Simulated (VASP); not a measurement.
A run of VASP 6.6.1 is set up as follows.

POSCAR

```
TiO2
1.0
   -1.8888993383      1.8888993383      4.7917223664
    1.8888993383     -1.8888993383      4.7917223664
    1.8888993383      1.8888993383     -4.7917223664
Ti O
2 4
Direct
    0.0000000000      0.0000000000      0.0000000000
    0.7500000000      0.2500000000      0.5000000000
    0.2072852706      0.2072852706      0.0000000000
    0.9572852706      0.4572852706      0.5000000000
    0.5427147294      0.0427147294      0.5000000000
    0.7927147294      0.7927147294      0.0000000000
```

Contents of INCAR.step1:

```
SYSTEM = TiO2
ALGO = Normal
EDIFF = 1E-4
ENCUT = 520
GGA = PE
ISMEAR = 0
LASPH = .True.
LCHARG = .False.
LREAL = .False.
LWAVE = .True.
NBANDS = 33
NELM = 100
PREC = Accurate
SIGMA = 0.01
```

Contents of INCAR.step2:

```
SYSTEM = TiO2
ALGO = Normal
EDIFF = 1E-7
ENCUT = 520
ISIF = 2
ISMEAR = 0
ISTART = 1
LASPH = .True.
LCHARG = .False.
LMIXTAU = .True.
LREAL = .False.
LWAVE = .False.
METAGGA = R2SCAN
NBANDS = 33
NELM = 100
PREC = Accurate
SIGMA = 0.01
```

Contents of KPOINTS:

```
k-points
0
Gamma
  10 10 10
  0 0 0
```

Potentials or basis: VASP PAW PBE potentials, release 64 (Ti_sv, O).

The run is started by

```bash
$ cat potpaw_PBE.64/Ti_sv/POTCAR potpaw_PBE.64/O/POTCAR > POTCAR
$ cp INCAR.step1 INCAR
$ mpirun -np 1 vasp_std > vasp.out
$ cp INCAR.step2 INCAR
$ mpirun -np 1 vasp_std > vasp.out
```

Q: Estimate the pressure.

A: 1.2 GPa.

Q: Predict the band gap on the k mesh.

A: 2.56 eV (least direct gap 2.89 eV).

Forces on the atoms (eV/Å):
```
Ti   0.000  0.000  0.000
Ti   0.000  0.000  0.000
O    0.000  0.000  0.026
O    0.000  0.000  0.026
O    0.000  0.000 -0.026
O    0.000  0.000 -0.026
```

Caveat: the PAW data sets were made with another functional, which shifts forces and pressure a little. A k mesh can miss the band edges.
